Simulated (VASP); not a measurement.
Here is a VASP 6.6.1 calculation.

POSCAR

```
MgSe
1.0
    0.0000000000      2.7899416977      2.7899416977
    2.7899416977      0.0000000000      2.7899416977
    2.7899416977      2.7899416977      0.0000000000
Mg Se
1 1
Direct
    0.0000000000      0.0000000000      0.0000000000
    0.5000000000      0.5000000000      0.5000000000
```

Contents of INCAR.step1:

```
ALGO = Normal
EDIFF = 1E-5
ENCUT = 660
GGA = PE
GGA_COMPAT = False
ISMEAR = 0
LASPH = True
LCHARG = False
LREAL = False
LWAVE = True
NBANDS = 11
NELM = 120
PREC = Accurate
SIGMA = 0.01
```

INCAR.step2

```
ALGO = Normal
EDIFF = 1E-6
ENCUT = 660
GGA_COMPAT = False
ISIF = 2
ISMEAR = 0
ISTART = 1
LASPH = True
LCHARG = False
LMIXTAU = True
LREAL = False
LWAVE = False
METAGGA = R2SCAN
NBANDS = 11
NELM = 120
PREC = Accurate
SIGMA = 0.01
```

File KPOINTS:

```
k-points
0
Gamma
  6 6 6
```

Potentials or basis: VASP PAW PBE potentials, release 64 (Mg, Se).

Launch:

```bash
$ cat potpaw_PBE.64/Mg/POTCAR potpaw_PBE.64/Se/POTCAR > POTCAR
$ cp INCAR.step1 INCAR
$ mpirun -np 1 vasp_std > vasp.out
$ cp INCAR.step2 INCAR
$ mpirun -np 1 vasp_std > vasp.out
```

Problem. Predict the band gap on the k mesh.

Solution. 2.33 eV, indirect (least direct gap 3.01 eV).

Problem. What does it give for the pressure?

Solution. -3.7 GPa.

Caveat: the PAW data sets were made with another functional, which shifts forces and pressure a little. A k mesh can miss the band edges.
